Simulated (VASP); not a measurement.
Input of a VASP 6.6.1 run:

The input INCAR:

```
SYSTEM = Cu
PREC = Accurate
ENCUT = 820
EDIFF = 1E-6
ISMEAR = 0
SIGMA = 0.1
LREAL = .FALSE.
LASPH = .TRUE.
NELM = 120
ALGO = Normal
ISIF = 2
LWAVE = .FALSE.
LCHARG = .FALSE.
GGA = PE
NBANDS = 16
GGA_COMPAT = .FALSE.
```

The input KPOINTS:

```
regular mesh
0
G
  20 20 20
  0 0 0
```

The input POSCAR:

```
Cu
1.0
   -1.4397463878      1.4397463878      1.3620455734
    1.4397463878     -1.4397463878      1.3620455734
    1.4397463878      1.4397463878     -1.3620455734
Cu
1
Direct
    0.0000000000      0.0000000000      0.0000000000
```

Potentials or basis: VASP PAW PBE potentials, release 64 (Cu_sv_GW).

Command:

```console
$ cat potpaw_PBE.64/Cu_sv_GW/POTCAR > POTCAR
$ mpirun -np 1 vasp_std > vasp.out
```

**Question.** Estimate the band gap on the k mesh.

**Answer.** Zero (an odd number of electrons rules out a gap without spin polarisation).

**Question.** What does it give for the pressure?

**Answer.** 8.9 GPa.

Stress tensor (GPa, compression positive):
```
8.90 0.00 0.00
0.00 8.90 0.00
0.00 0.00 8.82
```

Caveat: the cell stands under pressure.
